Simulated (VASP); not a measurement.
# GaP (rocksalt type) (Fm-3m) in VASP: notebook

The runs below take GaP (rocksalt type) through single point, with PBE.

Everything below comes from runs of VASP 6.6.1. Logs are shortened: lines on timing, memory, paths and dates and some standing lists are left out, and cuts for length are marked.

### 1 The cell of the first run

Symmetry: Fm-3m, No. 225, cubic system. The conventional cell has a = 5.073 Å, b = 5.073 Å, c = 5.073 Å, α = 90.00°, β = 90.00°, γ = 90.00°. Ga (site symmetry m-3m) has 6 P at 2.54 Å within 3.3 Å. Within 3.3 Å of P (site symmetry m-3m) lie 6 Ga at 2.54 Å.

### 2 Single point, PBE (volume scaled by 0.95)

File INCAR:

```
ALGO     = Normal         # electronic algorithm
EDIFF    = 1E-6           # SCF threshold, eV
ENCUT    = 520            # plane-wave cutoff, eV
GGA      = PE             # functional
ISIF     = 2              # what is computed and relaxed
ISMEAR   = -1             # smearing method
LASPH    = True           # aspherical terms in the spheres
LCHARG   = False          # write CHGCAR
LREAL    = False          # projectors in reciprocal space
LWAVE    = False          # write WAVECAR
NBANDS   = 16             # bands
NELM     = 60             # most SCF steps
PREC     = Accurate       # precision mode
SIGMA    = 0.05           # smearing width, eV
```

File KPOINTS:

```
k-points
0
Gamma
  12 12 12
```

File POSCAR:

```
GaP
1.0
    0.0000000000      2.5367224509      2.5367224509
    2.5367224509      0.0000000000      2.5367224509
    2.5367224509      2.5367224509      0.0000000000
Ga P
1 1
Direct
    0.0000000000      0.0000000000      0.0000000000
    0.5000000000      0.5000000000      0.5000000000
```

Potentials or basis: VASP PAW PBE potentials, release 64 (Ga_d, P).

On the command line:

```
cat potpaw_PBE.64/Ga_d/POTCAR potpaw_PBE.64/P/POTCAR > POTCAR
mpirun -np 1 vasp_std > vasp.out
```

OUTCAR:

```text
EDIFF = 1E-6
   ENCUT = 520
   GGA = PE
   ISIF = 2
   ISMEAR = -1
   LASPH = True
   LREAL = False
   NELM = 60
   PREC = Accurate

 ion  position               nearest neighbor table
   1  0.000  0.000  0.000-   2 2.54   2 2.54   2 2.54   2 2.54   2 2.54   2 2.54
   2  0.500  0.500  0.500-   1 2.54   1 2.54   1 2.54   1 2.54   1 2.54   1 2.54

  LATTYP: Found a face centered cubic cell.
 ALAT       =     5.0734449018

  Lattice vectors:

 A1 = (   0.0000000000,   2.5367224509,   2.5367224509)
 A2 = (   2.5367224509,   0.0000000000,   2.5367224509)
 A3 = (   2.5367224509,   2.5367224509,   0.0000000000)

Analysis of symmetry for initial positions (statically):
=====================================================================
 Subroutine PRICEL returns:
 Original cell was already a primitive cell.

 Routine SETGRP: Setting up the symmetry group for a
 face centered cubic supercell.

 Subroutine GETGRP returns: Found 48 space group operations
 (whereof 48 operations were pure point group operations)
 out of a pool of 48 trial point group operations.

The static configuration has the point symmetry O_h .

Analysis of symmetry for dynamics (positions and initial velocities):
=====================================================================
 Subroutine PRICEL returns:
 Original cell was already a primitive cell.

 Routine SETGRP: Setting up the symmetry group for a
 face centered cubic supercell.

 Subroutine GETGRP returns: Found 48 space group operations
 (whereof 48 operations were pure point group operations)
 out of a pool of 48 trial point group operations.

The dynamic configuration has the point symmetry O_h .

 Subroutine INISYM returns: Found 48 space group operations
 (whereof 48 operations are pure point group operations),
 and found     1 'primitive' translations

----------------------------------------------------------------------------------------

                                     Primitive cell

  volume of cell :      32.6474

  direct lattice vectors                    reciprocal lattice vectors
     0.000000000  2.536722451  2.536722451    -0.197104732  0.197104732  0.197104732
     2.536722451  0.000000000  2.536722451     0.197104732 -0.197104732  0.197104732
     2.536722451  2.536722451  0.000000000     0.197104732  0.197104732 -0.197104732

  length of vectors
     3.587467294  3.587467294  3.587467294     0.341395411  0.341395411  0.341395411

  position of ions in fractional coordinates (direct lattice)
     0.000000000  0.000000000  0.000000000
     0.500000000  0.500000000  0.500000000

[... 77 lines left out ...]
   LREAL  =      F    real-space projection
   EDIFFG = 0.1E-04   stopping-criterion for IOM
   NSW    =      0    number of steps for IOM
   IBRION =     -1    ionic relax: 0-MD 1-quasi-New 2-CG
   NFREE  =      0    steps in history (QN), initial steepest desc. (CG)
   ISIF   =      2    stress and relaxation
   ISYM   =      2    0-nonsym 1-usesym 2-fastsym
   POTIM  = 0.5000    time-step for ionic-motion
   TEBEG  =    0.0;   TEEND  =   0.0 temperature during run
   PSTRESS=    0.0 pullay stress
   NELECT =      18.0000    total number of electrons
   NUPDOWN=      -1.0000    fix difference up-down
   EMIN   =  10.00;   EMAX   =-10.00  energy-range for DOS
   EFERMI =   0.00;   METHOD = LEGACY
   ISMEAR =    -1;   SIGMA  =   0.05  broadening in eV -4-tet -1-fermi 0-gaus
   EFERMI_NEDOS =   21; number of points for ismear=-14 and -15
   IALGO  =     38    algorithm
   IMIX   =      4    mixing-type and parameters
     AMIX     =   0.40;   BMIX     =  1.00
     AMIX_MAG =   1.60;   BMIX_MAG =  1.00
  volume/ion in A,a.u.               =      16.32       110.16
  Fermi-wavevector in a.u.,A,eV,Ry     =   1.342402  2.536773 24.518299  1.802044
  Thomas-Fermi vector in A             =   2.470559
   LORBIT       =      0    0 simple, 1 ext, 2 COOP (PROOUT), +10 PAW based schemes
   GGA     = PE    functional components
   LHFCALC =     F    Hartree Fock is set to
   AEXX    =    0.0000 exact exchange contribution
   IVDW    =     0    specifies the selected vdW correction
   LEPSILON=     F    determine dielectric tensor
   LRPA    =     F    only Hartree local field effects (RPA)
 non-spin polarized calculation
  energy-cutoff  :      520.00
  volume of cell :       32.65
 maximum number of plane-waves:       899
   NGX = 13   NGY = 13   NGZ = 13

 number of electron      17.9999987 magnetization

 Free energy of the ion-electron system (eV)
  ---------------------------------------------------
  ext. energy  EPLUGINS =         0.00000000
  ---------------------------------------------------
  free energy    TOTEN  =        -8.28613505 eV

  energy without entropy =       -8.27520530  energy(sigma->0) =       -8.28067017

 E-fermi :   6.9597     XC(G=0): -11.2069

 val. band max:        6.9551204708   @ k =   0.1667   0.0000   0.0000
 cond. band min:       6.9662914562   @ k =   0.2500   0.0000   0.0000
 fundamental gap:      0.0111709854
 Fermi energy:         6.9596694606

 k-point     1 :       0.0000    0.0000    0.0000
  band No.  band energies     occupation
      1      -7.7152      2.00000
      2      -7.7152      2.00000
      3      -7.6876      2.00000
      4      -7.6876      2.00000
      5      -7.6876      2.00000
      6      -6.6244      2.00000
[... 433 lines left out ...]
      3      -7.6917      2.00000
      4      -7.6484      2.00000
      5      -7.6318      2.00000
      6      -3.3666      2.00000
[... 8 lines left out ...]
     15      18.7516      0.00000
     16      19.9264      0.00000

 [... further k-points ...]

------------------------ aborting loop because EDIFF is reached ----------------------------------------

  FORCE on cell =-STRESS in cart. coord.  units (eV):
  Direction    XX          YY          ZZ          XY          YZ          ZX
  --------------------------------------------------------------------------------------
  -------------------------------------------------------------------------------------
  Total        1.0371585      1.0371585      1.0371585      0.0000000     -0.0000000      0.0000000
  in kB       50.8987200     50.8987200     50.8987200      0.0000000     -0.0000000      0.0000000
  external PRESSURE =      50.8987200 kB  Pullay stress =       0.0000000 kB

 VOLUME and BASIS-vectors are now :
 -----------------------------------------------------------------------------
  energy-cutoff  :      520.00
  volume of cell :       32.65
      direct lattice vectors                 reciprocal lattice vectors
     0.000000000  2.536722451  2.536722451    -0.197104732  0.197104732  0.197104732
     2.536722451  0.000000000  2.536722451     0.197104732 -0.197104732  0.197104732
     2.536722451  2.536722451  0.000000000     0.197104732  0.197104732 -0.197104732

 POSITION                                       TOTAL-FORCE (eV/Angst)
 -----------------------------------------------------------------------------------
      0.00000      0.00000      0.00000         0.000000      0.000000      0.000000
      2.53672      2.53672      2.53672        -0.000000      0.000000     -0.000000
 -----------------------------------------------------------------------------------
    total drift:                               -0.000000      0.000000      0.000000

  FREE ENERGIE OF THE ION-ELECTRON SYSTEM (eV)
  ---------------------------------------------------
  free  energy   TOTEN  =        -8.2861350479 eV

  energy  without entropy=       -8.2752052993  energy(sigma->0) =       -8.28067017
```

stdout:

```text
POSCAR found type information on POSCAR GaP
 POSCAR found :  2 types and       2 ions
 scaLAPACK will be used
 LDA part: xc-table for (Slater+PW92), standard interpolation
 POSCAR, INCAR and KPOINTS ok, starting setup
 FFT: planning ... GRIDC
 FFT: planning ... GRID_SOFT
 FFT: planning ... GRID
 WAVECAR not read
 entering main loop
```

It took 15 s on 1 thread of Intel Xeon 6975P-C (Granite Rapids), shared host; peak memory 0.17 GiB.

Results:

| Quantity | Value |
| --- | --- |
| Free energy | -8.2861 eV |
| Pressure | 5.1 GPa |
| Band gap on the k mesh | zero (band 9 reaches 7.56 eV, above the bottom of band 10 at 4.17 eV) |

Levels at points of the mesh, in eV from the Fermi level:
```
           k point  band 5  band 6  band 7  band 8  band 9  band 10  band 11  band 12  band 13  band 14
(0.00, 0.00, 0.00)  -14.65  -13.58    0.03    0.03    0.03     2.00     7.10     7.10     7.10     8.99
(0.50, 0.00, 0.00)  -14.59  -10.64   -8.07    0.21    0.21     3.04     3.04     3.26     5.58    12.87
(0.50, 0.50, 0.00)  -14.57   -9.43   -6.14   -3.04   -2.79    -2.79     3.29    11.43    11.43    12.92
```

(Part 1 of 2 ends here.)
